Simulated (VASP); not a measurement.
A run of VASP 6.6.1 is set up as follows.

INCAR

```
PREC = Accurate
ENCUT = 540
EDIFF = 1E-6
ISMEAR = 0
SIGMA = 0.1
LREAL = False
LASPH = True
NELM = 120
ALGO = Normal
ISIF = 2
LWAVE = False
LCHARG = False
GGA = PE
NBANDS = 18
GGA_COMPAT = False
```

The input KPOINTS:

```
regular mesh
0
Gamma
  6 6 4
```

Contents of POSCAR:

```
CdH2
1.0
    3.1631966694      0.0000000000      0.0000000000
    0.0000000000      3.1631966694      0.0000000000
    0.0000000000      0.0000000000      3.7119006443
Cd H
1 2
Direct
    0.0000000000      0.0000000000      0.5000000000
    0.5000000000      0.5000000000      0.5000000000
    0.0000000000      0.0000000000      0.0000000000
```

Potentials or basis: VASP PAW PBE potentials, release 64 (Cd_sv_GW, H).

Run with:

```console
$ cat potpaw_PBE.64/Cd_sv_GW/POTCAR potpaw_PBE.64/H/POTCAR > POTCAR
$ mpirun -np 1 vasp_std > vasp.out
```

Q: Estimate the band gap on the k mesh.

A: Zero (bands 11 and 12 overlap by 1.91 eV).

Q: What does it give for the pressure?

A: -1.5 GPa.

Caveat: the k points lie up to 0.42 Å⁻¹ apart, too coarse for converged energies and pressures of a metal.
